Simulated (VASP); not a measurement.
# YVO4 (zircon) (I4_1/amd) in VASP: further runs

The runs below take YVO4 (zircon) through single point, relaxation of cell and atoms, with LDA.

All numbers are computed with VASP 6.6.1; they aren't measurements. Logs are shortened: lines on timing, memory, paths and dates and some standing lists are left out, and cuts for length are marked.

## (1) The cell of the first run

Symmetry: I4_1/amd, No. 141, tetragonal system. The conventional cell has a = 7.036 Å, b = 7.036 Å, c = 6.186 Å, α = 90.00°, β = 90.00°, γ = 90.00°. Y (site symmetry -4m2) has 8 O at 2.26 to 2.39 Å within 3.0 Å. V (site symmetry -4m2) has 4 O at 1.69 Å within 2.3 Å. O (site symmetry m) has 1 V at 1.69 Å and 1 Y at 2.26 Å within 2.3 Å.

## (2) Single point, LDA

The input, INCAR:

```
PREC = Accurate
ENCUT = 520
EDIFF = 1E-7
ISMEAR = 0
SIGMA = 0.01
LREAL = F
LASPH = T
NELM = 100
ALGO = Normal
ISIF = 2
LWAVE = F
LCHARG = F
NBANDS = 60
```

The input, KPOINTS:

```
regular mesh
0
Gamma
  4 4 4
```

The input, POSCAR:

```
YVO4
1.0
   -3.5178636304      3.5178636304      3.0930929014
    3.5178636304     -3.5178636304      3.0930929014
    3.5178636304      3.5178636304     -3.0930929014
Y V O
2 2 8
Direct
    0.8750000000      0.1250000000      0.7500000000
    0.1250000000      0.8750000000      0.2500000000
    0.6250000000      0.3750000000      0.2500000000
    0.3750000000      0.6250000000      0.7500000000
    0.6347976301      0.1996848517      0.4351127784
    0.3652023699      0.8003151483      0.5648872216
    0.1996848517      0.2645720733      0.5648872216
    0.8003151483      0.7354279267      0.4351127784
    0.2645720733      0.1996848517      0.0648872216
    0.7354279267      0.8003151483      0.9351127784
    0.1996848517      0.6347976301      0.9351127784
    0.8003151483      0.3652023699      0.0648872216
```

Potentials or basis: VASP PAW LDA potentials, release 64 (Y_sv, V_sv, O).

Run with:

```bash
$ cat potpaw_LDA.64/Y_sv/POTCAR potpaw_LDA.64/V_sv/POTCAR potpaw_LDA.64/O/POTCAR > POTCAR
$ mpirun -np 1 vasp_std > vasp.out
```

OUTCAR:

```text
PREC = Accurate
   ENCUT = 520
   EDIFF = 1E-7
   ISMEAR = 0
   LREAL = F
   LASPH = T
   NELM = 100
   ISIF = 2

 ion  position               nearest neighbor table
   1  0.875  0.125  0.750-   5 2.26  12 2.26   9 2.26   8 2.26  10 2.39   7 2.39  11 2.39   6 2.39
                             4 3.09   4 3.09   2 3.84   2 3.84   2 3.84   2 3.84
   2  0.125  0.875  0.250-   6 2.26  11 2.26  10 2.26   7 2.26   8 2.39   9 2.39   5 2.39  12 2.39
                             3 3.09   3 3.09   1 3.84   1 3.84   1 3.84   1 3.84
   3  0.625  0.375  0.250-   8 1.69   9 1.69   5 1.69  12 1.69   2 3.09   2 3.09
   4  0.375  0.625  0.750-   7 1.69  10 1.69   6 1.69  11 1.69   1 3.09   1 3.09
   5  0.635  0.200  0.435-   3 1.69   1 2.26   2 2.39
   6  0.365  0.800  0.565-   4 1.69   2 2.26   1 2.39
   7  0.200  0.265  0.565-   4 1.69   2 2.26   1 2.39
   8  0.800  0.735  0.435-   3 1.69   1 2.26   2 2.39
   9  0.265  0.200  0.065-   3 1.69   1 2.26   2 2.39
  10  0.735  0.800  0.935-   4 1.69   2 2.26   1 2.39
  11  0.200  0.635  0.935-   4 1.69   2 2.26   1 2.39
  12  0.800  0.365  0.065-   3 1.69   1 2.26   2 2.39

  LATTYP: Found a body centered tetragonal cell.
 ALAT       =     7.0357272608
 C/A-ratio  =     0.8792532134

  Lattice vectors:

 A1 = (  -3.5178636304,   3.5178636304,   3.0930929014)
 A2 = (   3.5178636304,  -3.5178636304,   3.0930929014)
 A3 = (   3.5178636304,   3.5178636304,  -3.0930929014)

Analysis of symmetry for initial positions (statically):
=====================================================================
 Subroutine PRICEL returns:
 Original cell was already a primitive cell.

 Routine SETGRP: Setting up the symmetry group for a
 body centered tetragonal supercell.

 Subroutine GETGRP returns: Found 16 space group operations
 (whereof  4 operations were pure point group operations)
 out of a pool of 16 trial point group operations.

The static configuration has the point symmetry C_2h.
 The point group associated with its full space group is D_4h.

Analysis of symmetry for dynamics (positions and initial velocities):
=====================================================================
 Subroutine PRICEL returns:
 Original cell was already a primitive cell.

 Routine SETGRP: Setting up the symmetry group for a
 body centered tetragonal supercell.

 Subroutine GETGRP returns: Found 16 space group operations
 (whereof  4 operations were pure point group operations)
 out of a pool of 16 trial point group operations.

The dynamic configuration has the point symmetry C_2h.
 The point group associated with its full space group is D_4h.

 Subroutine INISYM returns: Found 16 space group operations
 (whereof  4 operations are pure point group operations),
 and found     1 'primitive' translations

----------------------------------------------------------------------------------------

                                     Primitive cell

  volume of cell :     153.1126

  direct lattice vectors                    reciprocal lattice vectors
    -3.517863630  3.517863630  3.093092901     0.000000000  0.142131718  0.161650495
     3.517863630 -3.517863630  3.093092901     0.142131718  0.000000000  0.161650495
     3.517863630  3.517863630 -3.093092901     0.142131718  0.142131718  0.000000000

  length of vectors
     5.858152673  5.858152673  5.858152673     0.215249408  0.215249408  0.201004603

  position of ions in fractional coordinates (direct lattice)
     0.875000000  0.125000000  0.750000000
     0.125000000  0.875000000  0.250000000
     0.625000000  0.375000000  0.250000000
     0.375000000  0.625000000  0.750000000
     0.634797630  0.199684852  0.435112778
     0.365202370  0.800315148  0.564887222
     0.199684852  0.264572073  0.564887222
     0.800315148  0.735427927  0.435112778
     0.264572073  0.199684852  0.064887222
     0.735427927  0.800315148  0.935112778
     0.199684852  0.634797630  0.935112778
     0.800315148  0.365202370  0.064887222

  ion indices of the primitive-cell ions
   primitive index   ion index
                 1           1
                 2           2
                 3           3
                 4           4
                 5           5
                 6           6
                 7           7
                 8           8
                 9           9
                10          10
                11          11
                12          12

----------------------------------------------------------------------------------------

 KPOINTS: regular mesh

Automatic generation of k-mesh.
 Grid dimensions read from file:
 generate k-points for:    4    4    4

 Generating k-lattice:

  Cartesian coordinates                     Fractional coordinates (reciprocal lattice)
     0.000000000  0.035532929  0.040412624     0.250000000  0.000000000  0.000000000
     0.035532929  0.000000000  0.040412624     0.000000000  0.250000000  0.000000000
     0.035532929  0.035532929  0.000000000     0.000000000  0.000000000  0.250000000

  Length of vectors
     0.053812352  0.053812352  0.050251151

  Shift w.r.t. Gamma in fractional coordinates (k-lattice)
     0.000000000  0.000000000  0.000000000

 Subroutine IBZKPT returns following result:
 ===========================================

 Found     13 irreducible k-points:

 Following reciprocal coordinates:
            Coordinates               Weight
  0.000000  0.000000  0.000000      1.000000
  0.250000 -0.000000  0.000000      8.000000
  0.500000 -0.000000  0.000000      4.000000
  0.250000  0.250000  0.000000      8.000000
  0.500000  0.250000  0.000000     16.000000
 -0.250000  0.250000  0.000000      4.000000
  0.500000  0.500000  0.000000      2.000000
  0.250000  0.250000  0.250000      2.000000
 -0.250000  0.250000  0.250000      4.000000
  0.500000  0.500000  0.250000      4.000000
 -0.250000  0.500000  0.250000      8.000000
 -0.250000 -0.250000  0.250000      2.000000
  0.500000  0.500000  0.500000      1.000000
   k-points           NKPTS =     13   k-points in BZ     NKDIM =     13   number of bands    NBANDS=     60
   number of dos      NEDOS =    301   number of ions     NIONS =     12
   total plane-waves  NPLWV = 110592
   dimension x,y,z NGX =    48 NGY =   48 NGZ =   48
   dimension x,y,z NGXF=    96 NGYF=   96 NGZF=   96
   ions per type =               2   2   8
   NGX,Y,Z   is equivalent  to a cutoff of  13.62, 13.62, 13.62 a.u.
   NGXF,Y,Z  is equivalent  to a cutoff of  27.24, 27.24, 27.24 a.u.
 SYSTEM =  unknown system
   PREC   = accura    normal or accurate (medium, high low for compatibility)
   ISTART =      0    job   : 0-new  1-cont  2-samecut
   ICHARG =      2    charge: 1-file 2-atom 10-const
   ISPIN  =      1    spin polarized calculation?
   LNONCOLLINEAR =      F non collinear calculations
   LSORBIT =      F    spin-orbit coupling
   LASPH  =      T    aspherical Exc in radial PAW
   ENCUT  =  520.0 eV  38.22 Ry    6.18 a.u.  10.89 10.89 10.89*2*pi/ulx,y,z
   NELM   =    100;   NELMIN=  2; NELMDL= -5     # of ELM steps
   EDIFF  = 0.1E-06   stopping-criterion for ELM
   LREAL  =      F    real-space projection
   EDIFFG = 0.1E-05   stopping-criterion for IOM
   NSW    =      0    number of steps for IOM
   IBRION =     -1    ionic relax: 0-MD 1-quasi-New 2-CG
   NFREE  =      0    steps in history (QN), initial steepest desc. (CG)
   ISIF   =      2    stress and relaxation
   ISYM   =      2    0-nonsym 1-usesym 2-fastsym
   POTIM  = 0.5000    time-step for ionic-motion
   TEBEG  =    0.0;   TEEND  =   0.0 temperature during run
   PSTRESS=    0.0 pullay stress
   NELECT =      96.0000    total number of electrons
   NUPDOWN=      -1.0000    fix difference up-down
   EMIN   =  10.00;   EMAX   =-10.00  energy-range for DOS
   EFERMI =   0.00;   METHOD = LEGACY
   ISMEAR =     0;   SIGMA  =   0.01  broadening in eV -4-tet -1-fermi 0-gaus
   EFERMI_NEDOS =   21; number of points for ismear=-14 and -15
   IALGO  =     38    algorithm
   IMIX   =      4    mixing-type and parameters
     AMIX     =   0.40;   BMIX     =  1.00
     AMIX_MAG =   1.60;   BMIX_MAG =  1.00
  volume/ion in A,a.u.               =      12.76        86.10
  Fermi-wavevector in a.u.,A,eV,Ry     =   1.401183  2.647852 26.712514  1.963314
  Thomas-Fermi vector in A             =   2.524070
   LORBIT       =      0    0 simple, 1 ext, 2 COOP (PROOUT), +10 PAW based schemes
   GGA     = CA    functional components
   LHFCALC =     F    Hartree Fock is set to
   AEXX    =    0.0000 exact exchange contribution
   IVDW    =     0    specifies the selected vdW correction
   LEPSILON=     F    determine dielectric tensor
   LRPA    =     F    only Hartree local field effects (RPA)
 non-spin polarized calculation
 Gauss-broadening in eV      SIGMA  =   0.01
  energy-cutoff  :      520.00
  volume of cell :      153.11
 maximum number of plane-waves:      4159
 NGX is ok and might be reduce to    48
   NGX = 21   NGY = 21   NGZ = 21

 number of electron      96.0000000 magnetization

 Free energy of the ion-electron system (eV)
  ---------------------------------------------------
  ext. energy  EPLUGINS =         0.00000000
  ---------------------------------------------------
  free energy    TOTEN  =      -116.47845816 eV

  energy without entropy =     -116.47845816  energy(sigma->0) =     -116.47845816

 E-fermi :   1.4803     XC(G=0): -10.9910

 val. band max:        1.3532894513   @ k =   0.0000   0.0000   0.0000
 cond. band min:       4.2611631519   @ k =   0.0000   0.0000   0.0000
 fundamental gap:      2.9078737006
 Fermi energy:         1.4803290180

 k-point     1 :       0.0000    0.0000    0.0000
  band No.  band energies     occupation
      1     -61.3608      2.00000
      2     -61.3600      2.00000
      3     -37.7519      2.00000
      4     -37.7196      2.00000
      5     -35.9401      2.00000
      6     -35.9399      2.00000
[... 52 lines left out ...]
     59       7.7396      0.00000
     60       8.7635      0.00000

 k-point     2 :       0.2500   -0.0000    0.0000
  band No.  band energies     occupation
      1     -61.3607      2.00000
      2     -61.3601      2.00000
      3     -37.7504      2.00000
      4     -37.7244      2.00000
      5     -35.9378      2.00000
      6     -35.9373      2.00000
[... 52 lines left out ...]
     59       8.4676      0.00000
     60       8.7719      0.00000

 k-point     3 :       0.5000   -0.0000    0.0000
  band No.  band energies     occupation
      1     -61.3606      2.00000
      2     -61.3602      2.00000
      3     -37.7476      2.00000
      4     -37.7304      2.00000
      5     -35.9358      2.00000
      6     -35.9345      2.00000
[... 619 lines left out ...]
     59       8.7800      0.00000
     60       8.8176      0.00000

 k-point    13 :       0.5000    0.5000    0.5000
  band No.  band energies     occupation
      1     -61.3604      2.00000
      2     -61.3604      2.00000
      3     -37.7358      2.00000
      4     -37.7358      2.00000
      5     -35.9399      2.00000
      6     -35.9399      2.00000
[... 52 lines left out ...]
     59       8.6410      0.00000
     60       8.6416      0.00000

------------------------ aborting loop because EDIFF is reached ----------------------------------------

  FORCE on cell =-STRESS in cart. coord.  units (eV):
  Direction    XX          YY          ZZ          XY          YZ          ZX
  --------------------------------------------------------------------------------------
  -------------------------------------------------------------------------------------
  Total        1.0431801      1.0431801      1.5466667      0.0000000     -0.0000000      0.0000000
  in kB       10.9158845     10.9158845     16.1843907      0.0000000     -0.0000000      0.0000000
  external PRESSURE =      12.6720532 kB  Pullay stress =       0.0000000 kB

 VOLUME and BASIS-vectors are now :
 -----------------------------------------------------------------------------
  energy-cutoff  :      520.00
  volume of cell :      153.11
      direct lattice vectors                 reciprocal lattice vectors
    -3.517863630  3.517863630  3.093092901     0.000000000  0.142131718  0.161650495
     3.517863630 -3.517863630  3.093092901     0.142131718  0.000000000  0.161650495
     3.517863630  3.517863630 -3.093092901     0.142131718  0.142131718  0.000000000

 POSITION                                       TOTAL-FORCE (eV/Angst)
 -----------------------------------------------------------------------------------
      0.00000      5.27680      0.77327         0.000000      0.000000     -0.000000
      3.51786     -1.75893      2.31982         0.000000      0.000000     -0.000000
     -0.00000      1.75893      2.31982         0.000000      0.000000     -0.000000
      3.51786      1.75893      0.77327         0.000000      0.000000     -0.000000
     -0.00000      3.06133      1.23529         0.000000      0.196643     -0.154074
      3.51786      0.45653      1.85781         0.000000     -0.196643      0.154074
      2.21546      1.75893     -0.31126        -0.196643      0.000000     -0.154074
      1.30240      1.75893      3.40435         0.196643      0.000000      0.154074
      0.00000      0.45653      1.23529         0.000000     -0.196643     -0.154074
      3.51786      3.06133      1.85781         0.000000      0.196643      0.154074
      4.82027      1.75893     -0.31126         0.196643      0.000000     -0.154074
     -1.30240      1.75893      3.40435        -0.196643      0.000000      0.154074
 -----------------------------------------------------------------------------------
    total drift:                                0.000000     -0.000000      0.000000

  FREE ENERGIE OF THE ION-ELECTRON SYSTEM (eV)
  ---------------------------------------------------
  free  energy   TOTEN  =      -116.4784581627 eV

  energy  without entropy=     -116.4784581627  energy(sigma->0) =     -116.47845816
```

Run time: 93 s. Hardware: 1 thread of Intel Xeon 6975P-C (Granite Rapids), shared host; peak memory 0.32 GiB.

What came out:

* Free energy: -116.4785 eV
* Pressure: 1.3 GPa
* Largest force: 0.250 eV/Å
* Band gap on the k mesh: 2.91 eV, direct

Forces in eV/Å, atoms in the order of the input:
```
Y    0.000  0.000  0.000
Y    0.000  0.000  0.000
V    0.000  0.000  0.000
V    0.000  0.000  0.000
O    0.000  0.197 -0.154
O    0.000 -0.197  0.154
O   -0.197  0.000 -0.154
O    0.197  0.000  0.154
O    0.000 -0.197 -0.154
O    0.000  0.197  0.154
O    0.197  0.000 -0.154
O   -0.197  0.000  0.154
```

Stress tensor (GPa, compression positive):
```
1.09 0.00 0.00
0.00 1.09 0.00
0.00 0.00 1.62
```

## (3) Relaxation of cell and atoms, LDA

This run uses another cell than the first one, of 13.28 Å³/atom, 1.041 times its volume.

The input, INCAR:

```
SYSTEM = YVO4
PREC = Accurate ; ENCUT = 600
EDIFF = 1E-7 ; ISMEAR = 0
SIGMA = 0.01 ; LREAL = .False.
LASPH = .True. ; NELM = 100
ALGO = Normal ; ISIF = 3
LWAVE = .False. ; LCHARG = .False.
GGA = CA ; IBRION = 2
NSW = 80 ; EDIFFG = -0.002
```

The input, KPOINTS:

```
regular mesh
0
Gamma
  4 4 4
  0 0 0
```

The input, POSCAR:

```
YVO4
1.0
   -3.5590000000      3.5590000000      3.1445000000
    3.5590000000     -3.5590000000      3.1445000000
    3.5590000000      3.5590000000     -3.1445000000
Y V O
2 2 8
Direct
    0.8750000000      0.1250000000      0.7500000000
    0.1250000000      0.8750000000      0.2500000000
    0.6250000000      0.3750000000      0.2500000000
    0.3750000000      0.6250000000      0.7500000000
    0.6402000000      0.2119000000      0.4283000000
    0.3598000000      0.7881000000      0.5717000000
    0.2119000000      0.2836000000      0.5717000000
    0.7881000000      0.7164000000      0.4283000000
    0.2836000000      0.2119000000      0.0717000000
    0.7164000000      0.7881000000      0.9283000000
    0.2119000000      0.6402000000      0.9283000000
    0.7881000000      0.3598000000      0.0717000000
```

Potentials or basis: VASP PAW LDA potentials, release 64 (Y_sv, V_sv, O).

Run with:

```bash
$ cat potpaw_LDA.64/Y_sv/POTCAR potpaw_LDA.64/V_sv/POTCAR potpaw_LDA.64/O/POTCAR > POTCAR
$ mpirun -np 1 vasp_std > vasp.out
```

It took 16 min on 1 thread of Intel Xeon 6975P-C (Granite Rapids), shared host; peak memory 0.36 GiB.

The run converged. Its results:

```
Free energy                            : -116.5219 eV
Relaxed volume                         : 12.79 Å³/atom
Relaxed cell                           : a = 5.862 Å, b = 5.862 Å, c = 5.862 Å, α = 106.22°, β = 106.22°, γ = 116.19°
Space group after relaxing (to 0.05 Å) : I4_1/amd (No. 141)
Energy gained by relaxing              : 115.3 meV/atom
Ionic steps                            : 14
Pressure after relaxing                : 0.0 GPa
Band gap on the k mesh                 : 2.87 eV, direct
```

The path:
```
step  energy change (eV)  largest force (eV/Å)  pressure (GPa)  volume (Å³)
   1              0.0000                4.2709            6.75       159.32
   2              2.9616                4.8164          -23.01       172.56
   3             -1.0791                0.2633           -8.02       163.26
   4             -1.0831                0.3809           -7.41       163.05
   5             -1.3636                0.1938            1.25       151.85
   6             -1.3704                0.1687           -0.04       153.25
   7             -1.3771                0.1209            0.36       153.16
   8             -1.3785                0.1641            0.65       153.10
   9             -1.3817                0.0703            0.13       153.41
  10             -1.3822                0.0169           -0.17       153.58
  11             -1.3826                0.0095           -0.10       153.51
  12             -1.3830                0.0097            0.06       153.35
  13             -1.3831                0.0039            0.03       153.40
  14             -1.3831                0.0013            0.02       153.42
```

Final structure:
```
Y V O
1.0
    -3.51875    3.51875    3.09781
     3.51875   -3.51875    3.09781
     3.51875    3.51875   -3.09781
Y V O
2 2 8
Direct
  0.87500 0.12500 0.75000
  0.12500 0.87500 0.25000
  0.62500 0.37500 0.25000
  0.37500 0.62500 0.75000
  0.63474 0.19920 0.43554
  0.36526 0.80080 0.56446
  0.19920 0.26366 0.56446
  0.80080 0.73634 0.43554
  0.26366 0.19920 0.06446
  0.73634 0.80080 0.93554
  0.19920 0.63474 0.93554
  0.80080 0.36526 0.06446
```

Levels at points of the mesh, in eV from the valence-band top:
| k point | band 45 | band 46 | band 47 | band 48 | band 49 | band 50 | band 51 | band 52 |
| --- | --- | --- | --- | --- | --- | --- | --- | --- |
| (0.00, 0.00, 0.00) | -0.42 | -0.37 | -0.37 | 0.00 | 2.87 | 3.66 | 3.87 | 3.93 |
| (0.50, 0.00, 0.00) | -0.92 | -0.81 | -0.16 | -0.13 | 3.68 | 3.80 | 3.81 | 3.83 |
| (0.50, 0.50, 0.00) | -0.81 | -0.81 | -0.38 | -0.38 | 3.63 | 3.63 | 3.80 | 3.80 |
| (0.50, 0.50, 0.50) | -0.87 | -0.87 | -0.55 | -0.55 | 3.69 | 3.69 | 3.99 | 3.99 |

A k mesh can miss the band edges. A hybrid or GW would open this gap; LDA tends to underestimate it.

(Continued in part 2 of 2.)
